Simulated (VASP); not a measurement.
# Zr in VASP: further runs

The runs below take Zr through single point, with PBE.

All numbers are computed with VASP 6.6.1; they aren't measurements. Logs are shortened: lines on timing, memory, paths and dates and some standing lists are left out, and cuts for length are marked.

## Step 1: The cell of the first run

It takes space group P6_3/mmc (No. 194, hexagonal). Conventional cell: a = 3.903 Å, b = 3.903 Å, c = 12.747 Å, α = 90.00°, β = 90.00°, γ = 120.00°. Within 3.2 Å of Zr (site symmetry 3m) lie 4 Zr at 2.39 Å. Within 3.2 Å of Zr (site symmetry 3m) lie 4 Zr at 2.39 Å.

## Step 2: Single point, PBE

INCAR

```
PREC     = Accurate       # precision mode
ENCUT    = 520            # plane-wave cutoff, eV
EDIFF    = 1E-6           # SCF threshold, eV
ISMEAR   = 0              # smearing method
SIGMA    = 0.1            # smearing width, eV
LREAL    = False          # projectors in reciprocal space
LASPH    = True           # aspherical terms in the spheres
NELM     = 60             # most SCF steps
ALGO     = Fast           # electronic algorithm
ISIF     = 2              # what is computed and relaxed
LWAVE    = False          # write WAVECAR
LCHARG   = False          # write CHGCAR
GGA      = PE             # functional
NBANDS   = 58             # bands
```

KPOINTS

```
Automatic mesh
0
Gamma
  6 6 2
```

POSCAR

```
Zr
1.0
    3.9028742911      0.0000000000      0.0000000000
   -1.9514371455      3.3799882839      0.0000000000
    0.0000000000      0.0000000000     12.7466716487
Zr
8
Direct
    0.0000000000      0.0000000000      0.0937500000
    0.0000000000      0.0000000000      0.5937500000
    0.0000000000      0.0000000000      0.4062500000
    0.0000000000      0.0000000000      0.9062500000
    0.3333333333      0.6666666667      0.1562500000
    0.6666666667      0.3333333333      0.6562500000
    0.3333333333      0.6666666667      0.3437500000
    0.6666666667      0.3333333333      0.8437500000
```

Potentials or basis: VASP PAW PBE potentials, release 64 (Zr_sv).

Launch:

```
$ cat potpaw_PBE.64/Zr_sv/POTCAR > POTCAR
$ mpirun -np 1 vasp_std > vasp.out
```

OUTCAR:

```text
PREC = Accurate
   ENCUT = 520
   EDIFF = 1E-6
   ISMEAR = 0
   LREAL = False
   LASPH = True
   NELM = 60
   ISIF = 2
   GGA = PE

 ion  position               nearest neighbor table
   1  0.000  0.000  0.094-   4 2.39   5 2.39   5 2.39   5 2.39
   2  0.000  0.000  0.594-   3 2.39   6 2.39   6 2.39   6 2.39
   3  0.000  0.000  0.406-   2 2.39   7 2.39   7 2.39   7 2.39
   4  0.000  0.000  0.906-   1 2.39   8 2.39   8 2.39   8 2.39
   5  0.333  0.667  0.156-   7 2.39   1 2.39   1 2.39   1 2.39
   6  0.667  0.333  0.656-   8 2.39   2 2.39   2 2.39   2 2.39
   7  0.333  0.667  0.344-   5 2.39   3 2.39   3 2.39   3 2.39
   8  0.667  0.333  0.844-   6 2.39   4 2.39   4 2.39   4 2.39

  LATTYP: Found a hexagonal cell.
 ALAT       =     3.9028742911
 C/A-ratio  =     3.2659703331

  Lattice vectors:

 A1 = (   3.9028742911,   0.0000000000,   0.0000000000)
 A2 = (  -1.9514371455,   3.3799882839,   0.0000000000)
 A3 = (   0.0000000000,   0.0000000000,  12.7466716487)

Analysis of symmetry for initial positions (statically):
=====================================================================
 Subroutine PRICEL returns:
 Original cell was already a primitive cell.

 Routine SETGRP: Setting up the symmetry group for a
 hexagonal supercell.

 Subroutine GETGRP returns: Found 24 space group operations
 (whereof 12 operations were pure point group operations)
 out of a pool of 24 trial point group operations.

The static configuration has the point symmetry D_3d.
 The point group associated with its full space group is D_6h.

Analysis of symmetry for dynamics (positions and initial velocities):
=====================================================================
 Subroutine PRICEL returns:
 Original cell was already a primitive cell.

 Routine SETGRP: Setting up the symmetry group for a
 hexagonal supercell.

 Subroutine GETGRP returns: Found 24 space group operations
 (whereof 12 operations were pure point group operations)
 out of a pool of 24 trial point group operations.

The dynamic configuration has the point symmetry D_3d.
 The point group associated with its full space group is D_6h.

 Subroutine INISYM returns: Found 24 space group operations
 (whereof 12 operations are pure point group operations),
 and found     1 'primitive' translations

----------------------------------------------------------------------------------------

                                     Primitive cell

  volume of cell :     168.1499

  direct lattice vectors                    reciprocal lattice vectors
     3.902874291  0.000000000  0.000000000     0.256221422  0.147929507  0.000000000
    -1.951437145  3.379988284  0.000000000     0.000000000  0.295859014  0.000000000
     0.000000000  0.000000000 12.746671649     0.000000000  0.000000000  0.078451852

  length of vectors
     3.902874291  3.902874291 12.746671649     0.295859014  0.295859014  0.078451852

  position of ions in fractional coordinates (direct lattice)
     0.000000000  0.000000000  0.093750000
     0.000000000  0.000000000  0.593750000
     0.000000000  0.000000000  0.406250000
     0.000000000  0.000000000  0.906250000
     0.333333333  0.666666667  0.156250000
     0.666666667  0.333333333  0.656250000
     0.333333333  0.666666667  0.343750000
     0.666666667  0.333333333  0.843750000

  ion indices of the primitive-cell ions
   primitive index   ion index
                 1           1
                 2           2
                 3           3
                 4           4
                 5           5
                 6           6
                 7           7
                 8           8

----------------------------------------------------------------------------------------

 KPOINTS: Automatic mesh

Automatic generation of k-mesh.
 Grid dimensions read from file:
 generate k-points for:    6    6    2

 Generating k-lattice:

  Cartesian coordinates                     Fractional coordinates (reciprocal lattice)
     0.042703570  0.024654918  0.000000000     0.166666667  0.000000000  0.000000000
     0.000000000  0.049309836  0.000000000     0.000000000  0.166666667  0.000000000
     0.000000000  0.000000000  0.039225926     0.000000000  0.000000000  0.500000000

  Length of vectors
     0.049309836  0.049309836  0.039225926

  Shift w.r.t. Gamma in fractional coordinates (k-lattice)
     0.000000000  0.000000000  0.000000000

 Subroutine IBZKPT returns following result:
 ===========================================

 Found     14 irreducible k-points:

 Following reciprocal coordinates:
            Coordinates               Weight
  0.000000  0.000000  0.000000      1.000000
  0.166667 -0.000000  0.000000      6.000000
  0.333333 -0.000000  0.000000      6.000000
  0.500000 -0.000000  0.000000      3.000000
  0.166667  0.166667  0.000000      6.000000
  0.333333  0.166667  0.000000     12.000000
  0.333333  0.333333  0.000000      2.000000
  0.000000  0.000000  0.500000      1.000000
  0.166667 -0.000000  0.500000      6.000000
  0.333333 -0.000000  0.500000      6.000000
  0.500000 -0.000000  0.500000      3.000000
  0.166667  0.166667  0.500000      6.000000
  0.333333  0.166667  0.500000     12.000000
  0.333333  0.333333  0.500000      2.000000
   k-points           NKPTS =     14   k-points in BZ     NKDIM =     14   number of bands    NBANDS=     58
   number of dos      NEDOS =    301   number of ions     NIONS =      8
   total plane-waves  NPLWV =  86400
   dimension x,y,z NGX =    30 NGY =   30 NGZ =   96
   dimension x,y,z NGXF=    60 NGYF=   60 NGZF=  192
   ions per type =               8
   NGX,Y,Z   is equivalent  to a cutoff of  12.78, 12.78, 12.52 a.u.
   NGXF,Y,Z  is equivalent  to a cutoff of  25.56, 25.56, 25.04 a.u.
 SYSTEM =  unknown system
   PREC   = accura    normal or accurate (medium, high low for compatibility)
   ISTART =      0    job   : 0-new  1-cont  2-samecut
   ICHARG =      2    charge: 1-file 2-atom 10-const
   ISPIN  =      1    spin polarized calculation?
   LNONCOLLINEAR =      F non collinear calculations
   LSORBIT =      F    spin-orbit coupling
   LASPH  =      T    aspherical Exc in radial PAW
   ENCUT  =  520.0 eV  38.22 Ry    6.18 a.u.   7.26  7.26 23.70*2*pi/ulx,y,z
   NELM   =     60;   NELMIN=  2; NELMDL= -5     # of ELM steps
   EDIFF  = 0.1E-05   stopping-criterion for ELM
   LREAL  =      F    real-space projection
   EDIFFG = 0.1E-04   stopping-criterion for IOM
   NSW    =      0    number of steps for IOM
   IBRION =     -1    ionic relax: 0-MD 1-quasi-New 2-CG
   NFREE  =      0    steps in history (QN), initial steepest desc. (CG)
   ISIF   =      2    stress and relaxation
   ISYM   =      2    0-nonsym 1-usesym 2-fastsym
   POTIM  = 0.5000    time-step for ionic-motion
   TEBEG  =    0.0;   TEEND  =   0.0 temperature during run
   PSTRESS=    0.0 pullay stress
   NELECT =      96.0000    total number of electrons
   NUPDOWN=      -1.0000    fix difference up-down
   EMIN   =  10.00;   EMAX   =-10.00  energy-range for DOS
   EFERMI =   0.00;   METHOD = LEGACY
   ISMEAR =     0;   SIGMA  =   0.10  broadening in eV -4-tet -1-fermi 0-gaus
   EFERMI_NEDOS =   21; number of points for ismear=-14 and -15
   IALGO  =     68    algorithm
   IMIX   =      4    mixing-type and parameters
     AMIX     =   0.40;   BMIX     =  1.00
     AMIX_MAG =   1.60;   BMIX_MAG =  1.00
  volume/ion in A,a.u.               =      21.02       141.84
  Fermi-wavevector in a.u.,A,eV,Ry     =   1.358104  2.566445 25.095221  1.844447
  Thomas-Fermi vector in A             =   2.484966
   LORBIT       =      0    0 simple, 1 ext, 2 COOP (PROOUT), +10 PAW based schemes
   GGA     = PE    functional components
   LHFCALC =     F    Hartree Fock is set to
   AEXX    =    0.0000 exact exchange contribution
   IVDW    =     0    specifies the selected vdW correction
   LEPSILON=     F    determine dielectric tensor
   LRPA    =     F    only Hartree local field effects (RPA)
 non-spin polarized calculation
 RMM-DIIS sequential band-by-band and
 Gauss-broadening in eV      SIGMA  =   0.10
  energy-cutoff  :      520.00
  volume of cell :      168.15
 maximum number of plane-waves:      4554
 NGX is ok and might be reduce to    30

 number of electron      95.9999997 magnetization

 Free energy of the ion-electron system (eV)
  ---------------------------------------------------
  ext. energy  EPLUGINS =         0.00000000
  ---------------------------------------------------
  free energy    TOTEN  =       -44.02916995 eV

  energy without entropy =      -43.96040583  energy(sigma->0) =      -43.99478789

 E-fermi :   9.7864     XC(G=0): -11.2225

 val. band max:        9.7860158560   @ k =   0.1667   0.1667   0.5000
 cond. band min:       9.7967908581   @ k =   0.3333   0.1667   0.5000
 fundamental gap:      0.0107750021
 Fermi energy:         9.7863756722

 k-point     1 :       0.0000    0.0000    0.0000
  band No.  band energies     occupation
      1     -39.6447      2.00000
      2     -39.4713      2.00000
      3     -39.4550      2.00000
      4     -39.2049      2.00000
      5     -38.2666      2.00000
      6     -37.9761      2.00000
[... 50 lines left out ...]
     57      10.5122      0.00000
     58      10.8515      0.00000

 k-point     2 :       0.1667   -0.0000    0.0000
  band No.  band energies     occupation
      1     -39.5689      2.00000
      2     -39.3995      2.00000
      3     -39.3814      2.00000
      4     -39.1257      2.00000
      5     -38.3541      2.00000
      6     -38.0630      2.00000
[... 50 lines left out ...]
     57      11.2875      0.00000
     58      11.9036      0.00000

 k-point     3 :       0.3333   -0.0000    0.0000
  band No.  band energies     occupation
      1     -39.3707      2.00000
      2     -39.2200      2.00000
      3     -39.1948      2.00000
      4     -38.9180      2.00000
      5     -38.5757      2.00000
      6     -38.2760      2.00000
[... 606 lines left out ...]
      3     -38.9258      2.00000
      4     -38.9258      2.00000
      5     -38.5674      2.00000
      6     -38.5674      2.00000
[... 50 lines left out ...]
     57      12.0681      0.00000
     58      12.2461      0.00000

 k-point    14 :       0.3333    0.3333    0.5000
  band No.  band energies     occupation
      1     -39.0067      2.00000
      2     -39.0067      2.00000
      3     -38.9561      2.00000
      4     -38.9561      2.00000
      5     -38.5335      2.00000
      6     -38.5335      2.00000
[... 50 lines left out ...]
     57      12.0859      0.00000
     58      12.1582      0.00000

------------------------ aborting loop because EDIFF is reached ----------------------------------------

  FORCE on cell =-STRESS in cart. coord.  units (eV):
  Direction    XX          YY          ZZ          XY          YZ          ZX
  --------------------------------------------------------------------------------------
  -------------------------------------------------------------------------------------
  Total       29.7223011     29.7223011     26.8444347      0.0000000      0.0000000      0.0000000
  in kB      283.2020902    283.2020903    255.7810044      0.0000000      0.0000000      0.0000000
  external PRESSURE =     274.0617283 kB  Pullay stress =       0.0000000 kB

 VOLUME and BASIS-vectors are now :
 -----------------------------------------------------------------------------
  energy-cutoff  :      520.00
  volume of cell :      168.15
      direct lattice vectors                 reciprocal lattice vectors
     3.902874291  0.000000000  0.000000000     0.256221422  0.147929507  0.000000000
    -1.951437145  3.379988284  0.000000000     0.000000000  0.295859014  0.000000000
     0.000000000  0.000000000 12.746671649     0.000000000  0.000000000  0.078451852

 POSITION                                       TOTAL-FORCE (eV/Angst)
 -----------------------------------------------------------------------------------
      0.00000      0.00000      1.19500         0.000000     -0.000000     -0.064339
      0.00000      0.00000      7.56834         0.000000      0.000000     -0.064339
      0.00000      0.00000      5.17834         0.000000     -0.000000      0.064339
      0.00000      0.00000     11.55167        -0.000000      0.000000      0.064339
     -0.00000      2.25333      1.99167        -0.000000      0.000000      0.073217
      1.95144      1.12666      8.36500        -0.000000     -0.000000      0.073217
     -0.00000      2.25333      4.38167        -0.000000      0.000000     -0.073217
      1.95144      1.12666     10.75500         0.000000     -0.000000     -0.073217
 -----------------------------------------------------------------------------------
    total drift:                                0.000000      0.000000      0.000000

  FREE ENERGIE OF THE ION-ELECTRON SYSTEM (eV)
  ---------------------------------------------------
  free  energy   TOTEN  =       -44.0291699457 eV

  energy  without entropy=      -43.9604058332  energy(sigma->0) =      -43.99478789
```

It took 8.1 min on 1 thread of Intel Xeon 6975P-C (Granite Rapids), shared host; peak memory 0.34 GiB.

Results:

| Item | Value |
| --- | --- |
| Free energy | -44.0292 eV |
| Pressure | 27.4 GPa |
| Largest force | 0.073 eV/Å |
| Band gap on the k mesh | zero (bands 48 and 49 overlap by 1.05 eV) |

Forces on the atoms (eV/Å):
```
Zr   0.000  0.000 -0.064
Zr   0.000  0.000 -0.064
Zr   0.000  0.000  0.064
Zr   0.000  0.000  0.064
Zr   0.000  0.000  0.073
Zr   0.000  0.000  0.073
Zr   0.000  0.000 -0.073
Zr   0.000  0.000 -0.073
```

Caveat: the cell stands under pressure.

## Step 3: Single point, PBE

This run uses another cell than the first one: it holds 4 atoms, not 8.

INCAR

```
SYSTEM = Zr
ALGO     = Normal         ! electronic algorithm
EDIFF    = 1E-6           ! SCF threshold, eV
ENCUT    = 520            ! plane-wave cutoff, eV
GGA      = PE             ! functional
ISIF     = 2              ! what is computed and relaxed
ISMEAR   = 0              ! smearing method
LASPH    = .True.         ! aspherical terms in the spheres
LCHARG   = .False.        ! write CHGCAR
LREAL    = .False.        ! projectors in reciprocal space
LWAVE    = .False.        ! write WAVECAR
NBANDS   = 32             ! bands
NELM     = 80             ! most SCF steps
PREC     = Accurate       ! precision mode
SIGMA    = 0.1            ! smearing width, eV
```

KPOINTS

```
k-points
0
Gamma
  4 4 6
  0 0 0
```

POSCAR

```
Zr
1.0
    5.5468910673      0.0000000000      0.0000000000
    0.0000000000      5.1350623198      0.0000000000
    0.0000000000      0.0000000000      3.2831748475
Zr
4
Direct
    0.1707299319      0.2500000000      0.4999597116
    0.8292700681      0.7500000000      0.5000402884
    0.3292700681      0.7500000000     -0.0000402884
    0.6707299319      0.2500000000      1.0000402884
```

Potentials or basis: VASP PAW PBE potentials, release 64 (Zr_sv).

Launch:

```
$ cat potpaw_PBE.64/Zr_sv/POTCAR > POTCAR
$ mpirun -np 1 vasp_std > vasp.out
```

Run time: 80 s. Hardware: 1 thread of Intel Xeon Platinum 8488C (Sapphire Rapids), shared host; peak memory 0.22 GiB.

Results (log left out):

- Free energy: -34.1009 eV
- Pressure: 0.0 GPa
- Largest force: 0.005 eV/Å
- Band gap on the k mesh: zero (bands 24 and 25 overlap by 0.71 eV)

Forces on the atoms (eV/Å):
```
Zr   0.005  0.000  0.000
Zr  -0.005  0.000  0.000
Zr  -0.005  0.000  0.000
Zr   0.005  0.000  0.000
```

Stress tensor (GPa, compression positive):
```
-0.10  0.00  0.00
 0.00  0.09  0.00
 0.00  0.00  0.00
```

Levels at points of the mesh, in eV from the Fermi level:
```
           k point  band 20  band 21  band 22  band 23  band 24  band 25  band 26  band 27  band 28  band 29
(0.00, 0.00, 0.00)    -2.57    -2.22    -0.13     0.29     0.60     0.97     1.02     1.07     1.18     1.39
(0.50, 0.00, 0.00)    -2.05    -0.95    -0.95    -0.48    -0.48     0.81     0.81     0.95     0.95     1.43
(0.00, 0.50, 0.00)    -2.83    -1.05    -1.05     0.04     0.04     0.57     0.57     0.89     0.89     1.67
(0.50, 0.50, 0.00)    -2.89    -0.73    -0.73    -0.73    -0.73     0.51     0.51     0.51     0.51     1.60
(0.00, 0.00, 0.50)    -1.88    -1.37    -1.37    -1.27    -1.27     0.18     0.18     0.73     0.73     1.30
(0.50, 0.00, 0.50)    -2.51    -2.10    -2.10    -0.33    -0.33     0.55     0.55     0.72     0.72     1.37
(0.00, 0.50, 0.50)    -2.14    -0.68    -0.68    -0.68    -0.68    -0.11    -0.11    -0.11    -0.11     1.84
(0.50, 0.50, 0.50)    -2.89    -1.05    -1.05    -1.05    -1.05     1.54     1.54     1.54     1.54     2.23
```

## Step 4: Single point, PBE

This run uses another cell than the first one: it holds 2 atoms, not 8.

INCAR

```
SYSTEM = Zr
PREC = Accurate
ENCUT = 520
EDIFF = 1E-6
ISMEAR = 0
SIGMA = 0.1
LREAL = .False.
LASPH = .True.
NELM = 100
ALGO = Fast
ISIF = 2
LWAVE = .False.
LCHARG = .False.
GGA = PE
NBANDS = 19
```

KPOINTS

```
Automatic mesh
0
Gamma
  20 20 12
  0 0 0
```

POSCAR

```
Zr
1.0
    1.6156645604     -2.7983536688      0.0000000000
    1.6156645604      2.7983536688      0.0000000000
    0.0000000000      0.0000000000      5.1726051220
Zr
2
Direct
    0.3333364930      0.6666635070      0.2500000000
    0.6666635070      0.3333364930      0.7500000000
```

Launch:

```
$ cat potpaw_PBE.64/Zr_sv/POTCAR > POTCAR
$ mpirun -np 1 vasp_std > vasp.out
```

Wall time 16 min (1 thread of Oxide Virtual Turin-like, shared host); peak memory 0.57 GiB.

Results (log left out):

```
Free energy            : -17.0462 eV
Pressure               : 0.0 GPa
Band gap on the k mesh : zero (bands 12 and 13 overlap by 1.20 eV)
```

Levels at points of the mesh, in eV from the Fermi level:
```tsv
k point	band 10	band 11	band 12	band 13	band 14	band 15
(0.00, 0.00, 0.00)	-3.03	0.86	0.86	0.96	1.10	1.54
(0.50, 0.00, 0.00)	-2.51	-2.15	-0.22	0.56	0.74	1.42
(0.50, 0.50, 0.00)	-2.51	-2.15	-0.22	0.56	0.74	1.42
(0.00, 0.00, 0.50)	-3.97	0.01	0.01	0.77	0.77	0.77
(0.50, 0.00, 0.50)	-2.86	-1.07	-1.07	1.60	1.60	2.21
(0.50, 0.50, 0.50)	-2.86	-1.07	-1.07	1.60	1.60	2.21
```

## Step 5: Overview

| cell | k mesh | gap on the mesh (eV) | pressure (GPa) | largest force (eV/Å) |
| --- | --- | --- | --- | --- |
| a = 3.903, b = 3.903, c = 12.747 Å, angles 90.0, 90.0, 120.0°, 8 atoms, atomic positions A | 6 × 6 × 2 | none | 27.4 | 0.07 |
| a = 5.547, b = 5.135, c = 3.283 Å, 4 atoms, atomic positions B | 4 × 4 × 6 | none | 0.0 | 0.01 |
| a = 3.231, b = 3.231, c = 5.173 Å, angles 90.0, 90.0, 120.0°, 2 atoms, atomic positions C | 20 × 20 × 12 | none | 0.0 | - |

Alike in all rows: task single point; level PBE; potentials or basis VASP PAW PBE potentials, release 64 (Zr_sv); no spin polarisation; cutoff (eV) 520; smearing gaussian 0.1 eV.

Caveats: the cell stands under pressure (at least some runs).

Absolute energies hang on the potentials; compare differences alone.

The gap in the log of VASP goes by the Fermi energy; the results here count the filled bands.